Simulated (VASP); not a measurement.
# InSe (P6_3/mmc) in VASP: a series of runs

The runs below take InSe through single point, relaxation of shape and atoms at fixed volume, with PBE+D3(BJ).

Program: VASP 6.6.1. These are calculated values, not measurements. Logs are shortened: lines on timing, memory, paths and dates and some standing lists are left out, and cuts for length are marked.

## 1. The cell of the first run

Symmetry: P6_3/mmc, No. 194, hexagonal system. Conventional cell: a = 4.000 Å, b = 4.000 Å, c = 16.516 Å, α = 90.00°, β = 90.00°, γ = 120.00°. In (site symmetry 3m) has 3 Se at 2.65 Å and 1 In at 2.78 Å within 3.5 Å. Within 3.5 Å of Se (site symmetry 3m) lie 3 In at 2.65 Å.

## 2. Single point, PBE+D3(BJ) (28.61 Å³/atom)

INCAR reads:

```
PREC = Accurate ; ENCUT = 520
EDIFF = 1E-6 ; ISMEAR = 0
SIGMA = 0.02 ; LREAL = False
LASPH = True ; NELM = 60
ALGO = Normal ; ISIF = 2
LWAVE = False ; LCHARG = False
GGA = PE ; IVDW = 12
NBANDS = 48
```

KPOINTS reads:

```
Automatic mesh
0
Gamma
  12 12 2
```

POSCAR reads:

```
InSe
1.0
    4.0003100912      0.0000000000      0.0000000000
   -2.0001550456      3.4643701620      0.0000000000
    0.0000000000      0.0000000000     16.5162596315
In Se
4 4
Direct
    0.3333333333      0.6666666667      0.1658882812
    0.6666666667      0.3333333333      0.6658882812
    0.3333333333      0.6666666667      0.3341117188
    0.6666666667      0.3333333333      0.8341117188
    0.3333333333      0.6666666667      0.5874301364
    0.6666666667      0.3333333333      0.0874301364
    0.3333333333      0.6666666667      0.9125698636
    0.6666666667      0.3333333333      0.4125698636
```

Potentials or basis: VASP PAW PBE potentials, release 64 (In_d, Se).

Started as:

```bash
$ cat potpaw_PBE.64/In_d/POTCAR potpaw_PBE.64/Se/POTCAR > POTCAR
$ mpirun -np 1 vasp_std > vasp.out
```

OUTCAR:

```text
PREC = Accurate
   ENCUT = 520
   EDIFF = 1E-6
   ISMEAR = 0
   LREAL = False
   LASPH = True
   NELM = 60
   ISIF = 2
   GGA = PE
   IVDW = 12
 IVDW          = 12

 ion  position               nearest neighbor table
   1  0.333  0.667  0.166-   6 2.65   6 2.65   6 2.65   3 2.78
   2  0.667  0.333  0.666-   5 2.65   5 2.65   5 2.65   4 2.78
   3  0.333  0.667  0.334-   8 2.65   8 2.65   8 2.65   1 2.78
   4  0.667  0.333  0.834-   7 2.65   7 2.65   7 2.65   2 2.78
   5  0.333  0.667  0.587-   2 2.65   2 2.65   2 2.65
   6  0.667  0.333  0.087-   1 2.65   1 2.65   1 2.65
   7  0.333  0.667  0.913-   4 2.65   4 2.65   4 2.65
   8  0.667  0.333  0.413-   3 2.65   3 2.65   3 2.65

  LATTYP: Found a hexagonal cell.
 ALAT       =     4.0003100912
 C/A-ratio  =     4.1287448360

  Lattice vectors:

 A1 = (   4.0003100912,   0.0000000000,   0.0000000000)
 A2 = (  -2.0001550456,   3.4643701620,   0.0000000000)
 A3 = (   0.0000000000,   0.0000000000,  16.5162596315)

Analysis of symmetry for initial positions (statically):
=====================================================================
 Subroutine PRICEL returns:
 Original cell was already a primitive cell.

 Routine SETGRP: Setting up the symmetry group for a
 hexagonal supercell.

 Subroutine GETGRP returns: Found 24 space group operations
 (whereof 12 operations were pure point group operations)
 out of a pool of 24 trial point group operations.

The static configuration has the point symmetry D_3d.
 The point group associated with its full space group is D_6h.

Analysis of symmetry for dynamics (positions and initial velocities):
=====================================================================
 Subroutine PRICEL returns:
 Original cell was already a primitive cell.

 Routine SETGRP: Setting up the symmetry group for a
 hexagonal supercell.

 Subroutine GETGRP returns: Found 24 space group operations
 (whereof 12 operations were pure point group operations)
 out of a pool of 24 trial point group operations.

The dynamic configuration has the point symmetry D_3d.
 The point group associated with its full space group is D_6h.

 Subroutine INISYM returns: Found 24 space group operations
 (whereof 12 operations are pure point group operations),
 and found     1 'primitive' translations
[... 108 lines left out ...]
   LREAL  =      F    real-space projection
   EDIFFG = 0.1E-04   stopping-criterion for IOM
   NSW    =      0    number of steps for IOM
   IBRION =     -1    ionic relax: 0-MD 1-quasi-New 2-CG
   NFREE  =      0    steps in history (QN), initial steepest desc. (CG)
   ISIF   =      2    stress and relaxation
   ISYM   =      2    0-nonsym 1-usesym 2-fastsym
   POTIM  = 0.5000    time-step for ionic-motion
   TEBEG  =    0.0;   TEEND  =   0.0 temperature during run
   PSTRESS=    0.0 pullay stress
   NELECT =      76.0000    total number of electrons
   NUPDOWN=      -1.0000    fix difference up-down
   EMIN   =  10.00;   EMAX   =-10.00  energy-range for DOS
   EFERMI =   0.00;   METHOD = LEGACY
   ISMEAR =     0;   SIGMA  =   0.02  broadening in eV -4-tet -1-fermi 0-gaus
   EFERMI_NEDOS =   21; number of points for ismear=-14 and -15
   IALGO  =     38    algorithm
   IMIX   =      4    mixing-type and parameters
     AMIX     =   0.40;   BMIX     =  1.00
     AMIX_MAG =   1.60;   BMIX_MAG =  1.00
  volume/ion in A,a.u.               =      28.61       193.08
  Fermi-wavevector in a.u.,A,eV,Ry     =   1.133625  2.142241 17.484929  1.285106
  Thomas-Fermi vector in A             =   2.270328
   LORBIT       =      0    0 simple, 1 ext, 2 COOP (PROOUT), +10 PAW based schemes
   GGA     = PE    functional components
   LHFCALC =     F    Hartree Fock is set to
   AEXX    =    0.0000 exact exchange contribution
   IVDW    =    12    specifies the selected vdW correction
   LEPSILON=     F    determine dielectric tensor
   LRPA    =     F    only Hartree local field effects (RPA)
 non-spin polarized calculation
 Gauss-broadening in eV      SIGMA  =   0.02
  energy-cutoff  :      520.00
  volume of cell :      228.89
 maximum number of plane-waves:      6211
 NGX is ok and might be reduce to    30
   NGX = 15   NGY = 15   NGZ = 61

 number of electron      75.9999984 magnetization

 Free energy of the ion-electron system (eV)
  ---------------------------------------------------
  ext. energy  EPLUGINS =         0.00000000
  ---------------------------------------------------
  free energy    TOTEN  =       -28.21782649 eV

  energy without entropy =      -28.21782649  energy(sigma->0) =      -28.21782649

 E-fermi :   4.3951     XC(G=0):  -9.0280

 val. band max:        4.3164753194   @ k =   0.0000   0.0000   0.0000
 cond. band min:       4.7192774353   @ k =   0.0000   0.0000   0.0000
 fundamental gap:      0.4028021158
 Fermi energy:         4.3951079863

 k-point     1 :       0.0000    0.0000    0.0000
  band No.  band energies     occupation
      1     -10.5142      2.00000
      2     -10.5130      2.00000
      3     -10.3217      2.00000
      4     -10.3217      2.00000
      5     -10.3211      2.00000
      6     -10.3211      2.00000
[... 1213 lines left out ...]
     47       8.8569      0.00000
     48       8.8569      0.00000

 [... further k-points ...]

------------------------ aborting loop because EDIFF is reached ----------------------------------------

 Edisp (eV)   -2.45680

 E8    (eV) :    -1.1261

  FORCE on cell =-STRESS in cart. coord.  units (eV):
  Direction    XX          YY          ZZ          XY          YZ          ZX
  --------------------------------------------------------------------------------------
  -------------------------------------------------------------------------------------
  Total       1.35635     1.35635     1.31181     0.00000     0.00000     0.00000
  in kB       9.49406     9.49406     9.18232     0.00000     0.00000     0.00000
  external pressure =        9.39 kB  Pullay stress =        0.00 kB

 VOLUME and BASIS-vectors are now :
 -----------------------------------------------------------------------------
  energy-cutoff  :      520.00
  volume of cell :      228.89
      direct lattice vectors                 reciprocal lattice vectors
     4.000310091  0.000000000  0.000000000     0.249980621  0.144326379  0.000000000
    -2.000155046  3.464370162  0.000000000     0.000000000  0.288652757  0.000000000
     0.000000000  0.000000000 16.516259631     0.000000000  0.000000000  0.060546396

 POSITION                                       TOTAL-FORCE (eV/Angst)
 -----------------------------------------------------------------------------------
     -0.00000      2.30958      2.73985         0.000000      0.000000      0.020024
      2.00016      1.15479     10.99798         0.000000     -0.000000      0.020024
     -0.00000      2.30958      5.51828        -0.000000      0.000000     -0.020024
      2.00016      1.15479     13.77641         0.000000     -0.000000     -0.020024
     -0.00000      2.30958      9.70215        -0.000000     -0.000000     -0.016459
      2.00016      1.15479      1.44402         0.000000      0.000000     -0.016459
     -0.00000      2.30958     15.07224        -0.000000     -0.000000      0.016459
      2.00016      1.15479      6.81411         0.000000      0.000000      0.016459
 -----------------------------------------------------------------------------------
    total drift:                               -0.000000      0.000000      0.000000

  FREE ENERGIE OF THE ION-ELECTRON SYSTEM (eV)
  ---------------------------------------------------
  free  energy   TOTEN  =       -30.6746301504 eV

  energy  without entropy=      -30.6746301504  energy(sigma->0) =      -30.67463015
```

It took 5.3 min on 1 thread of Intel Xeon 6975P-C (Granite Rapids), shared host; peak memory 0.53 GiB.

Results:

- Free energy: -30.6746 eV
- Pressure: 0.9 GPa
- Largest force: 0.020 eV/Å
- Band gap on the k mesh: 0.40 eV
- Dispersion energy per atom: -0.307 eV

Forces in eV/Å, atoms in the order of the input:
```
In   0.000  0.000  0.020
In   0.000  0.000  0.020
In   0.000  0.000 -0.020
In   0.000  0.000 -0.020
Se   0.000  0.000 -0.016
Se   0.000  0.000 -0.016
Se   0.000  0.000  0.016
Se   0.000  0.000  0.016
```

Caveat: semilocal functionals underestimate gaps, and a narrow one can read as zero; spin-orbit coupling is left out, which moves the levels of the heavy elements.

## 3. Single point, PBE+D3(BJ)

This run uses another cell than the first one, of 29.50 Å³/atom.

INCAR reads:

```
SYSTEM = InSe
PREC = Accurate
ENCUT = 520
EDIFF = 1E-6
ISMEAR = 0
SIGMA = 0.02
LREAL = .False.
LASPH = .True.
NELM = 60
ALGO = Normal
ISIF = 2
LWAVE = .False.
LCHARG = .False.
GGA = PE
IVDW = 12
NBANDS = 48
```

KPOINTS reads:

```
regular mesh
0
Gamma
  12 12 2
  0 0 0
```

POSCAR reads:

```
InSe
1.0
    4.0317714919      0.0000000000      0.0000000000
   -2.0158857459      3.4916165342      0.0000000000
    0.0000000000      0.0000000000     16.7623715586
In Se
4 4
Direct
    0.3333333333      0.6666666667      0.1666581951
    0.6666666667      0.3333333333      0.6666581951
    0.3333333333      0.6666666667      0.3333418049
    0.6666666667      0.3333333333      0.8333418049
    0.3333333333      0.6666666667      0.5898711339
    0.6666666667      0.3333333333      0.0898711339
    0.3333333333      0.6666666667      0.9101288661
    0.6666666667      0.3333333333      0.4101288661
```

Potentials or basis: VASP PAW PBE potentials, release 64 (In_d, Se).

Started as:

```bash
$ cat potpaw_PBE.64/In_d/POTCAR potpaw_PBE.64/Se/POTCAR > POTCAR
$ mpirun -np 1 vasp_std > vasp.out
```

OUTCAR:

```text
SYSTEM = InSe
   PREC = Accurate
   ENCUT = 520
   EDIFF = 1E-6
   ISMEAR = 0
   LREAL = .False.
   LASPH = .True.
   NELM = 60
   ISIF = 2
   GGA = PE
   IVDW = 12
 IVDW          = 12

 ion  position               nearest neighbor table
   1  0.333  0.667  0.167-   6 2.66   6 2.66   6 2.66   3 2.79
   2  0.667  0.333  0.667-   5 2.66   5 2.66   5 2.66   4 2.79
   3  0.333  0.667  0.333-   8 2.66   8 2.66   8 2.66   1 2.79
   4  0.667  0.333  0.833-   7 2.66   7 2.66   7 2.66   2 2.79
   5  0.333  0.667  0.590-   2 2.66   2 2.66   2 2.66
   6  0.667  0.333  0.090-   1 2.66   1 2.66   1 2.66
   7  0.333  0.667  0.910-   4 2.66   4 2.66   4 2.66
   8  0.667  0.333  0.410-   3 2.66   3 2.66   3 2.66

  LATTYP: Found a hexagonal cell.
 ALAT       =     4.0317714919
 C/A-ratio  =     4.1575698405

  Lattice vectors:

 A1 = (   4.0317714919,   0.0000000000,   0.0000000000)
 A2 = (  -2.0158857459,   3.4916165342,   0.0000000000)
 A3 = (   0.0000000000,   0.0000000000,  16.7623715586)

[... 193 lines left out ...]
 fundamental gap:      0.3557592518
 Fermi energy:         4.1164620931

 k-point     1 :       0.0000    0.0000    0.0000
  band No.  band energies     occupation
      1     -10.7719      2.00000
      2     -10.7711      2.00000
      3     -10.5869      2.00000
      4     -10.5869      2.00000
      5     -10.5865      2.00000
      6     -10.5865      2.00000
[... 1213 lines left out ...]
     47       8.5451      0.00000
     48       8.5451      0.00000

 [... further k-points ...]

------------------------ aborting loop because EDIFF is reached ----------------------------------------

 Edisp (eV)   -2.37451

 E8    (eV) :    -1.0880

  FORCE on cell =-STRESS in cart. coord.  units (eV):
  Direction    XX          YY          ZZ          XY          YZ          ZX
  --------------------------------------------------------------------------------------
  -------------------------------------------------------------------------------------
  Total       0.06364     0.06364     0.04712     0.00000     0.00000     0.00000
  in kB       0.43210     0.43210     0.31994     0.00000     0.00000     0.00000
  external pressure =        0.39 kB  Pullay stress =        0.00 kB

 VOLUME and BASIS-vectors are now :
 -----------------------------------------------------------------------------
  energy-cutoff  :      520.00
  volume of cell :      235.97
      direct lattice vectors                 reciprocal lattice vectors
     4.031771492  0.000000000  0.000000000     0.248029930  0.143200147  0.000000000
    -2.015885746  3.491616534  0.000000000     0.000000000  0.286400293  0.000000000
     0.000000000  0.000000000 16.762371559     0.000000000  0.000000000  0.059657430

 POSITION                                       TOTAL-FORCE (eV/Angst)
 -----------------------------------------------------------------------------------
     -0.00000      2.32774      2.79359         0.000000      0.000000      0.015798
      2.01589      1.16387     11.17477        -0.000000      0.000000      0.015798
     -0.00000      2.32774      5.58760         0.000000     -0.000000     -0.015798
      2.01589      1.16387     13.96878        -0.000000      0.000000     -0.015798
     -0.00000      2.32774      9.88764         0.000000      0.000000     -0.013005
      2.01589      1.16387      1.50645        -0.000000     -0.000000     -0.013005
     -0.00000      2.32774     15.25592         0.000000      0.000000      0.013005
      2.01589      1.16387      6.87473         0.000000     -0.000000      0.013005
 -----------------------------------------------------------------------------------
    total drift:                               -0.000000      0.000000      0.000000

  FREE ENERGIE OF THE ION-ELECTRON SYSTEM (eV)
  ---------------------------------------------------
  free  energy   TOTEN  =       -30.6952854353 eV

  energy  without entropy=      -30.6952854353  energy(sigma->0) =      -30.69528544
```

stdout:

```text
POSCAR found type information on POSCAR InSe
 POSCAR found :  2 types and       8 ions
 scaLAPACK will be used
 LDA part: xc-table for (Slater+PW92), standard interpolation
 POSCAR, INCAR and KPOINTS ok, starting setup
 FFT: planning ... GRIDC
 FFT: planning ... GRID_SOFT
 FFT: planning ... GRID
 WAVECAR not read
 entering main loop
```

Wall time 6.1 min (1 thread of Intel Xeon 6975P-C (Granite Rapids), shared host); peak memory 0.54 GiB.

What came out:

```
Free energy                : -30.6953 eV
Pressure                   : 0.0 GPa
Largest force              : 0.016 eV/Å
Band gap on the k mesh     : 0.36 eV
Dispersion energy per atom : -0.297 eV
```

Forces in eV/Å, atoms in the order of the input:
```
In   0.000  0.000  0.016
In   0.000  0.000  0.016
In   0.000  0.000 -0.016
In   0.000  0.000 -0.016
Se   0.000  0.000 -0.013
Se   0.000  0.000 -0.013
Se   0.000  0.000  0.013
Se   0.000  0.000  0.013
```

Levels at points of the mesh, in eV from the valence-band top:
| k point | band 34 | band 35 | band 36 | band 37 | band 38 | band 39 | band 40 | band 41 | band 42 | band 43 |
| --- | --- | --- | --- | --- | --- | --- | --- | --- | --- | --- |
| (0.00, 0.00, 0.00) | -1.17 | -1.17 | -1.10 | -1.10 | 0.00 | 0.36 | 1.73 | 2.12 | 2.12 | 4.19 |
| (0.50, 0.00, 0.00) | -2.17 | -2.08 | -2.07 | -1.97 | -1.35 | 1.11 | 1.21 | 1.93 | 1.94 | 3.33 |
| (0.00, 0.00, 0.50) | -1.13 | -1.13 | -1.13 | -0.92 | -0.92 | 1.22 | 1.22 | 2.13 | 2.13 | 4.26 |
| (0.50, 0.00, 0.50) | -2.29 | -2.05 | -2.05 | -1.71 | -1.71 | 1.46 | 1.46 | 1.58 | 1.58 | 3.54 |

Caveat: semilocal functionals underestimate gaps, and a narrow one can read as zero; spin-orbit coupling is left out, which moves the levels of the heavy elements.

## 4. Relaxation of shape and atoms at fixed volume, PBE+D3(BJ) (28.61 Å³/atom)

INCAR reads:

```
PREC = Accurate ; ENCUT = 600
EDIFF = 1E-7 ; ISMEAR = 0
SIGMA = 0.02 ; LREAL = F
LASPH = T ; NELM = 60
ALGO = Normal ; ISIF = 4
LWAVE = F ; LCHARG = F
GGA = PE ; IVDW = 12
IBRION = 2 ; NSW = 50
EDIFFG = -0.01 ; KPAR = 4
```

KPOINTS reads:

```
regular mesh
0
Gamma
  12 12 2
```

Edit POSCAR of step 3 so:

```diff
@@ -2,5 +2,5 @@
 1.0
-    4.0317714919      0.0000000000      0.0000000000
-   -2.0158857459      3.4916165342      0.0000000000
-    0.0000000000      0.0000000000     16.7623715586
+    3.9910437428      0.0000000000      0.0000000000
+   -1.9955218714      3.4563452689      0.0000000000
+    0.0000000000      0.0000000000     16.5930430972
 In Se
```

Started as:

```bash
$ cat potpaw_PBE.64/In_d/POTCAR potpaw_PBE.64/Se/POTCAR > POTCAR
$ mpirun -np 4 vasp_std > vasp.out
```

Run time: 11 min. Hardware: 4 MPI ranks of Intel Xeon Platinum 8488C (Sapphire Rapids), shared host; peak memory 0.66 GiB.

It converged, with:

```yaml
Free_energy: -30.6748 eV
Energy_gained_by_relaxing: 2.1 meV/atom
Ionic_steps: 11
Pressure_after_relaxing: 0.9 GPa
Band_gap_on_the_k_mesh: 0.41 eV
Dispersion_energy_per_atom: -0.307 eV
```

Step by step:
```csv
step,energy change (eV),largest force (eV/Å),pressure (GPa),volume (Å³)
1,0.0000,0.2375,1.67,228.89
2,-0.0088,0.1154,1.38,228.89
3,-0.0095,0.1304,1.26,228.89
4,-0.0133,0.0735,1.13,228.89
5,-0.0140,0.0358,1.04,228.89
6,-0.0153,0.0222,1.01,228.89
7,-0.0165,0.0080,0.98,228.89
8,-0.0169,0.0302,0.92,228.89
9,-0.0171,0.0172,0.94,228.89
10,-0.0170,0.0229,0.91,228.89
11,-0.0171,0.0012,0.93,228.89
```

Final structure:
```
CELL_PARAMETERS angstrom
4.00051 0.00000 0.00000
-2.00026 3.46455 0.00000
0.00000 0.00000 16.51458
ATOMIC_POSITIONS crystal
In 0.33333 0.66667 0.16592
In 0.66667 0.33333 0.66592
In 0.33333 0.66667 0.33408
In 0.66667 0.33333 0.83408
Se 0.33333 0.66667 0.58733
Se 0.66667 0.33333 0.08733
Se 0.33333 0.66667 0.91267
Se 0.66667 0.33333 0.41267
```

Levels at points of the mesh, in eV from the valence-band top:
| k point | band 35 | band 36 | band 37 | band 38 | band 39 | band 40 | band 41 | band 42 |
| --- | --- | --- | --- | --- | --- | --- | --- | --- |
| (0.00, 0.00, 0.00) | -1.14 | -1.06 | -1.06 | 0.00 | 0.41 | 1.91 | 2.20 | 2.22 |
| (0.50, 0.00, 0.00) | -2.15 | -2.10 | -1.95 | -1.35 | 1.08 | 1.14 | 1.96 | 2.03 |
| (0.00, 0.00, 0.50) | -1.09 | -1.09 | -0.97 | -0.97 | 1.32 | 1.32 | 2.23 | 2.23 |
| (0.50, 0.00, 0.50) | -2.03 | -2.03 | -1.77 | -1.77 | 1.44 | 1.44 | 1.60 | 1.60 |

Caveat: semilocal functionals underestimate gaps, and a narrow one can read as zero; spin-orbit coupling is left out, which moves the levels of the heavy elements.

(Part 1 of 2 ends here.)
